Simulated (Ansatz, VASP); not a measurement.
Two plane-wave programs on Ir

```
Ir
1.0
     0.00000    1.81824    2.12189
     1.81824    0.00000    2.12189
     1.81824    1.81824    0.00000
Ir
1
Direct
  0.00000 0.00000 0.00000
```

Alike in both runs: task single point; functional PBE; k mesh 22 × 22 × 22; occupations gaussian, width 0.15 eV; no spin polarisation.

|  | VASP | Ansatz |
| --- | --- | --- |
| version | VASP 6.6.1 | Ansatz 0.2.0 |
| potentials or method | VASP PAW PBE potentials, release 64 (Ir), cutoff 520 eV | scalar-relativistic, plane waves, PAW |
| valence electrons in the cell | 9 | 17 |

Ansatz gave:

```
gap on the k mesh at the Fermi level (eV)                     : none
pressure (GPa)                                                : 18.8
traceless stress, the component that is largest in VASP (GPa) : -38.62
```

Task: Estimate VASP's values.

Result: gap on the k mesh at the Fermi level (eV): none; pressure (GPa): 19.6; traceless stress, the component that is largest in VASP (GPa): -38.43.

A gap of «none» marks a metal or a gap that the smearing closes. With one functional, cell and mesh, what is left measures potentials, basis and numerics. VASP's potentials hold 9 valence electrons a cell and Ansatz's 17, so a difference there can come from the potentials and not from the codes.

Neither program's run includes spin-orbit coupling.
